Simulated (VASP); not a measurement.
Wanted: the native input for a VASP 6.6.1 run.

```
Task                   : single point
Functional             : LDA
Potentials or basis    : VASP PAW LDA potentials, release 64 (Se)
Cutoff                 : 520 eV
k mesh                 : 16 × 16 × 16
Occupations            : gaussian, width 0.15 eV
Spin                   : no spin polarisation
Dipole correction      : no
Further INCAR settings : ALGO = Normal; EDIFF = 1e-07; NBANDS = 9
```

The structure of Se lies in POSCAR:

```
Se
1.0
    2.7684045747      0.0000000000      0.0000000000
    0.0000000000      2.7684045747      0.0000000000
    0.0000000000      0.0000000000      2.8105630200
Se
1
Direct
    0.0000000000      0.0000000000      0.0000000000
```

This isn't the form of Se at room conditions, which is trigonal, of chains.

This cell differs from its parent crystal: strain -0.015 along x and y, +0.000 along z.

These files were run (other wordings do the same):

INCAR

```
SYSTEM = Se
PREC = Accurate
ENCUT = 520
EDIFF = 1E-7
ISMEAR = 0
SIGMA = 0.15
LREAL = .FALSE.
LASPH = .TRUE.
NELM = 60
ALGO = Normal
ISIF = 2
LWAVE = .FALSE.
LCHARG = .TRUE.
GGA = CA
LELF = .TRUE.
LVHAR = .TRUE.
NBANDS = 9
```

KPOINTS

```
regular mesh
0
G
  16 16 16
  0 0 0
```

Potentials or basis: VASP PAW LDA potentials, release 64 (Se).

Run with:

```sh
$ cat potpaw_LDA.64/Se/POTCAR > POTCAR
$ mpirun -np 1 vasp_std > vasp.out
```

It gave:

- Pressure: -1.0 GPa
- Band gap on the k mesh: zero (bands 3 and 4 overlap by 6.38 eV)

Caveat: the cell differs from its parent crystal (strain -0.015 along x and y, +0.000 along z).

It took 28 s on 1 thread of AMD EPYC 9R45 96-Core Processor (Zen 5) (shared host), peak memory 0.15 GiB.
